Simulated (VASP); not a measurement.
Set up this calculation in VASP 6.6.1, as the native input.

```
Task                   : single point
Functional             : PBE
Potentials or basis    : VASP PAW PBE potentials, release 64 (Ho_3, F), 4f in core
Cutoff                 : 600 eV
k mesh                 : 6 × 6 × 4
Occupations            : gaussian, width 0.1 eV
Spin                   : no spin polarisation
Dipole correction      : no
Further INCAR settings : ALGO = Normal; EDIFF = 1e-06; NBANDS = 28
```

The structure of Ho3F2 lies in POSCAR:

```
Ho3F2
1.0
    3.7942618574      0.0000000000      0.0000000000
   -1.8971309287      3.2859271571      0.0000000000
    0.0000000000      0.0000000000      9.0468221881
Ho F
3 2
Direct
    0.0000000000      0.0000000000      0.0000000000
    0.3333333333      0.6666666667      0.6588787161
    0.6666666667      0.3333333333      0.3411212839
    0.3333333333      0.6666666667     -0.0709817802
    0.6666666667      0.3333333333      1.0709817802
```

The cell was generated, and may not be a known phase.

These files were run (other wordings do the same):

INCAR

```
ALGO     = Normal         # electronic algorithm
EDIFF    = 1E-6           # SCF threshold, eV
ENCUT    = 600            # plane-wave cutoff, eV
GGA      = PE             # functional
GGA_COMPAT= F            
ISIF     = 2              # what is computed and relaxed
ISMEAR   = 0              # smearing method
LASPH    = T              # aspherical terms in the spheres
LCHARG   = F              # write CHGCAR
LMAXMIX  = 6              # l up to which the mixer works
LREAL    = F              # projectors in reciprocal space
LWAVE    = F              # write WAVECAR
NBANDS   = 28             # bands
NELM     = 200            # most SCF steps
PREC     = Accurate       # precision mode
SIGMA    = 0.1            # smearing width, eV
```

KPOINTS

```
k-points
0
Gamma
  6 6 4
```

Potentials or basis: VASP PAW PBE potentials, release 64 (Ho_3, F), 4f in core.

The run is started by

```sh
$ cat potpaw_PBE.64/Ho_3/POTCAR potpaw_PBE.64/F/POTCAR > POTCAR
$ mpirun -np 1 vasp_std > vasp.out
```

It gave:

```json
{
  "Pressure": "0.7 GPa",
  "Largest force": "0.035 eV/Å",
  "Band gap on the k mesh": "zero (an odd number of electrons rules out a gap without spin polarisation)"
}
```

Caveat: spin-orbit coupling is left out, which moves the levels of the heavy elements; the 4f electrons are frozen in the core, so they carry no moment and show no levels; an odd number of electrons without spin polarisation forces a metal; a magnetic or distorted state may lie lower; the run has no spin polarisation, though such a crystal can be magnetic.

It took 91 s on 1 thread of AMD EPYC 7R13 Processor (Zen 3), with other jobs on the host, peak memory 0.25 GiB.
